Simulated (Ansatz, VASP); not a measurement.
**One calculation of Cr3N, two programs**

```xyz
8
Lattice="4.2910 0.0000 0.0000 0.0000 4.2910 0.0000 0.0000 0.0000 4.2910" Properties=species:S:1:pos:R:3 pbc="T T T"
Cr    1.0728    0.0000    2.1455
Cr    2.1455    3.2183    0.0000
Cr    3.2183    0.0000    2.1455
Cr    2.1455    1.0728    0.0000
Cr    0.0000    2.1455    3.2183
Cr    0.0000    2.1455    1.0728
N     0.0000    0.0000    0.0000
N     2.1455    2.1455    2.1455
```

Change from the starting cell: species swapped into the V3Ir type (Pm-3n, No. 223).

Alike in both runs: task relaxation of cell and atoms; functional PBE; k mesh 10 × 10 × 10; occupations gaussian, width 0.1 eV; no spin polarisation.

|  | VASP | Ansatz |
| --- | --- | --- |
| version | VASP 6.6.1 | Ansatz 0.2.0 |
| potentials or method | VASP PAW PBE potentials, release 64 (Cr_pv, N), cutoff 600 eV | scalar-relativistic, plane waves, PAW |
| valence electrons in the cell | 82 | 94 |

|  | VASP | Ansatz | Ansatz less VASP |
| --- | --- | --- | --- |
| gap on the k mesh at the Fermi level, each at its own relaxed structure (eV) | none | none | - |
| relaxed volume (Å³/atom) | 9.81 | 9.81 | +0.001 |
| relaxed cell length with the largest relative difference (Å) | 4.282 | 4.282 | +0.0001 |

A gap of «none» marks a metal or a gap that the smearing closes. VASP's potentials hold 82 valence electrons a cell and Ansatz's 94, so a difference there can come from the potentials and not from the codes.
